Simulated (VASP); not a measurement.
# AlN (P6_3mc) in VASP: further runs, part 2 of 2

VASP 6.6.1. The steps go on from the part before.

**3. Vibrations by perturbation theory, PBEsol**

This run uses another cell than the first one, of 10.46 Å³/atom, 1.006 times its volume.

Contents of INCAR:

```
SYSTEM = AlN
  PREC = Accurate
  ENCUT = 520
  EDIFF = 1E-8
  ISMEAR = 0
  SIGMA = 0.01
  LREAL = .False.
  LASPH = .True.
  NELM = 60
  ALGO = Normal
  ISIF = 2
  LWAVE = .False.
  LCHARG = .False.
  GGA = PS
  IBRION = 8
  NSW = 1
  LEPSILON = .True.
```

Contents of KPOINTS:

```
regular mesh
0
Gamma
  9 9 4
  0 0 0
```

Contents of POSCAR:

```
AlN
1.0
    3.1138044487      0.0000000000      0.0000000000
   -1.5569022243      2.6966337550      0.0000000000
    0.0000000000      0.0000000000      4.9836780362
Al N
2 2
Direct
    0.3333333333      0.6666666667     -0.0009912529
    0.6666666667      0.3333333333      0.4990087471
    0.3333333333      0.6666666667      0.3809912529
    0.6666666667      0.3333333333      0.8809912529
```

Potentials or basis: VASP PAW PBE potentials, release 64 (Al, N).

Run with:

```
cat potpaw_PBE.64/Al/POTCAR potpaw_PBE.64/N/POTCAR > POTCAR
mpirun -np 1 vasp_std > vasp.out
```

OUTCAR:

```text
SYSTEM = AlN
   PREC = Accurate
   ENCUT = 520
   EDIFF = 1E-8
   ISMEAR = 0
   LREAL = .False.
   LASPH = .True.
   NELM = 60
   ISIF = 2
   GGA = PS
   IBRION = 8
   NSW = 1
   LEPSILON = .True.

 ion  position               nearest neighbor table
   1  0.333  0.667  0.999-   4 1.89   4 1.89   4 1.89   3 1.90   2 3.07   2 3.07   2 3.07   2 3.07
                             2 3.07   2 3.07
   2  0.667  0.333  0.499-   3 1.89   3 1.89   3 1.89   4 1.90   1 3.07   1 3.07   1 3.07   1 3.07
                             1 3.07   1 3.07
   3  0.333  0.667  0.381-   2 1.89   2 1.89   2 1.89   1 1.90
   4  0.667  0.333  0.881-   1 1.89   1 1.89   1 1.89   2 1.90

  LATTYP: Found a hexagonal cell.
 ALAT       =     3.1138044487
 C/A-ratio  =     1.6005109243

  Lattice vectors:

 A1 = (   3.1138044487,   0.0000000000,   0.0000000000)
 A2 = (  -1.5569022243,   2.6966337550,   0.0000000000)
 A3 = (   0.0000000000,   0.0000000000,   4.9836780362)

Analysis of symmetry for initial positions (statically):
=====================================================================
 Subroutine PRICEL returns:
 Original cell was already a primitive cell.

 Routine SETGRP: Setting up the symmetry group for a
 hexagonal supercell.
[... 673 lines left out ...]
  x     0.00000    -0.00000     0.00000    10.62523     0.00000     5.34067
  y    10.62523   -10.62523    -0.00000    -0.00000     5.37727     0.00000
  z     5.59677     5.59677   -12.39796     0.00000     0.00000     0.00000

 SECOND DERIVATIVES (NOT SYMMETRIZED)
 ------------------------------------
               1X          1Y          1Z          2X          2Y          2Z          3X          3Y          3Z          4X          4Y          4Z
  1X   -15.679612   -0.000000    0.000000    0.665605    0.000000    0.000000    1.437070    0.000000   -0.000000   13.576937    0.000000    0.000000
  1Y    -0.000000  -15.679612    0.000000    0.000000    0.665605    0.000000    0.000000    1.437070    0.000000    0.000000   13.576937    0.000000
  1Z     0.000000   -0.000000  -20.878717   -0.000000    0.000000    8.329464    0.000000    0.000000    6.409736   -0.000000    0.000000    6.139517
  2X     0.665605    0.000000    0.000000  -15.679612   -0.000000    0.000000   13.576937    0.000000   -0.000000    1.437070    0.000000   -0.000000
  2Y     0.000000    0.665605    0.000000   -0.000000  -15.679612   -0.000000    0.000000   13.576937    0.000000    0.000000    1.437070   -0.000000
  2Z    -0.000000    0.000000    8.329464    0.000000    0.000000  -20.878717    0.000000   -0.000000    6.139517   -0.000000    0.000000    6.409736
  3X     1.437112    0.000000    0.000000   13.576723    0.000000    0.000000  -15.728235   -0.000000    0.000000    0.714400    0.000000    0.000000
  3Y     0.000000    1.437112    0.000000    0.000000   13.576723    0.000000   -0.000000  -15.728235    0.000000    0.000000    0.714400    0.000000
  3Z     0.000000   -0.000000    6.372335    0.000000    0.000000    6.172342    0.000000   -0.000000  -19.477622   -0.000000    0.000000    6.932945
  4X    13.576723    0.000000    0.000000    1.437112    0.000000   -0.000000    0.714400    0.000000    0.000000  -15.728235   -0.000000   -0.000000
  4Y     0.000000   13.576723    0.000000    0.000000    1.437112   -0.000000    0.000000    0.714400   -0.000000   -0.000000  -15.728235   -0.000000
  4Z     0.000000   -0.000000    6.172342    0.000000    0.000000    6.372335    0.000000    0.000000    6.932945    0.000000    0.000000  -19.477622

 Eigenvectors and eigenvalues of the dynamical matrix
 ----------------------------------------------------

   1 f  =   21.472421 THz   134.915199 2PiTHz  716.242862 cm-1    88.802757 meV
             X         Y         Z           dx          dy          dz
     -0.000000  1.797756  4.978738     0.000000   -0.000000    0.010638
      1.556902  0.898878  2.486899     0.000000   -0.000000   -0.010638
     -0.000000  1.797756  1.898738    -0.000000    0.000000   -0.707027
      1.556902  0.898878  4.390577    -0.000000    0.000000    0.707027
[... 71 lines left out ...]
  12 f/i=    0.001577 THz     0.009910 2PiTHz    0.052609 cm-1     0.006523 meV
             X         Y         Z           dx          dy          dz
     -0.000000  1.797756  4.978738     0.000000   -0.000000    0.573707
      1.556902  0.898878  2.486899     0.000000   -0.000000    0.573707
     -0.000000  1.797756  1.898738     0.000000   -0.000000    0.413352
      1.556902  0.898878  4.390577     0.000000   -0.000000    0.413352

--------------------------------------------------------------------------------------------------------

 MACROSCOPIC STATIC DIELECTRIC TENSOR IONIC CONTRIBUTION
 ------------------------------------------------------
           3.634431     0.000000     0.000000
           0.000000     3.634431     0.000000
           0.000000     0.000000     4.934246
 ------------------------------------------------------

 ELASTIC MODULI CONTR FROM IONIC RELAXATION (kBar)
 Direction    XX          YY          ZZ          XY          YZ          ZX
 --------------------------------------------------------------------------------
 XX        -723.5613    340.6207    424.1630     -0.0000     -0.0000      0.0000
 YY         340.6207   -723.5613    424.1630     -0.0000      0.0000     -0.0000
 ZZ         424.1630    424.1630   -939.6457      0.0000      0.0000      0.0000
 XY          -0.0000     -0.0000      0.0000   -532.0910      0.0000      0.0000
 YZ          -0.0000      0.0000      0.0000      0.0000   -134.5218     -0.0000
 ZX           0.0000     -0.0000      0.0000      0.0000     -0.0000   -142.6529
 --------------------------------------------------------------------------------

 PIEZOELECTRIC TENSOR IONIC CONTR  for field in x, y, z        (C/m^2)
          XX          YY          ZZ          XY          YZ          ZX
  --------------------------------------------------------------------------------
  x     0.00000    -0.00000     0.00000     0.00000    -0.00000    -0.67753
  y    -0.00000    -0.00000     0.00000     0.00000    -0.65794    -0.00000
  z    -0.91460    -0.91460     2.02612    -0.00000    -0.00000    -0.00000
```

OSZICAR:

```text
N       E                     dE             d eps       ncg     rms          rms(c)
DAV:   1     0.461194253451E+02    0.46119E+02   -0.75156E+03   864   0.118E+03
DAV:   2    -0.319978954371E+02   -0.78117E+02   -0.72204E+02  1236   0.221E+02
DAV:   3    -0.357267886588E+02   -0.37289E+01   -0.37142E+01  1124   0.525E+01
DAV:   4    -0.357577396972E+02   -0.30951E-01   -0.30943E-01   988   0.546E+00
[... 179 lines left out ...]
RMM:   9    -0.252750951363E+00    0.43610E-06   -0.14789E-07  1837   0.260E-04    0.236E-05
RMM:  10    -0.252751050409E+00   -0.99045E-07   -0.88694E-08  1903   0.519E-05    0.152E-05
RMM:  11    -0.252751107770E+00   -0.57361E-07    0.22820E-08  1882   0.168E-05    0.689E-06
RMM:  12    -0.252751097715E+00    0.10055E-07    0.50666E-09  1852   0.873E-06    0.832E-07
RMM:  13    -0.252751098687E+00   -0.97179E-09    0.56369E-09  1392   0.193E-06    0.645E-07
 Linear response finished
```

stdout:

```text
POSCAR found type information on POSCAR AlN
 POSCAR found :  2 types and       4 ions
 scaLAPACK will be used
 -----------------------------------------------------------------------------
|                                                                             |
|                                                                             |
[... 47 lines left out ...]
 first order change of Fermi-energy   0.26810E+00
 force on displaced ion       3 direction 1 : -15.728  -0.000  -0.000
 Born effective charge ion    3 direction 1 :  -2.512   0.000   0.000
 Linear response progress:
 first order change of Fermi-energy   0.10794E+01
 force on displaced ion       3 direction 3 :   0.000   0.000 -19.478
 Born effective charge ion    3 direction 3 :   0.000   0.000  -2.675
 Born effective charges drift removed
 Linear response finished
```

Wall time 2.6 min (1 thread of Intel Xeon 6975P-C (Granite Rapids), shared host); peak memory 0.34 GiB.

Results:

```yaml
Electronic_dielectric_tensor_diagonal: 4.49, 4.49, 4.72
Born_charges_mean_of_the_diagonal: Al +2.57; N -2.57 e
Highest_phonon_frequency_at_Γ_LO-TO_splitting_left_out: 716 cm⁻¹
```

Phonon frequencies in cm⁻¹ (negative: imaginary):
| q point | frequencies |
| --- | --- |
| (0.000, 0.000, 0.000) | 0 0 0 235 235 543 608 655 655 666 666 716 |

Electronic dielectric tensor:
```
4.49 0.00 0.00
0.00 4.49 0.00
0.00 0.00 4.72
```

Born effective charge tensors (e):
atom 1, Al
```
2.51 0.00 0.00
0.00 2.51 0.00
0.00 0.00 2.68
```
atom 2, Al
```
2.51 0.00 0.00
0.00 2.51 0.00
0.00 0.00 2.68
```
atom 3, N
```
-2.51  0.00  0.00
 0.00 -2.51  0.00
 0.00  0.00 -2.68
```
atom 4, N
```
-2.51  0.00  0.00
 0.00 -2.51  0.00
 0.00  0.00 -2.68
```

Caveat: the PAW data sets were made with another functional, which shifts forces and pressure a little.
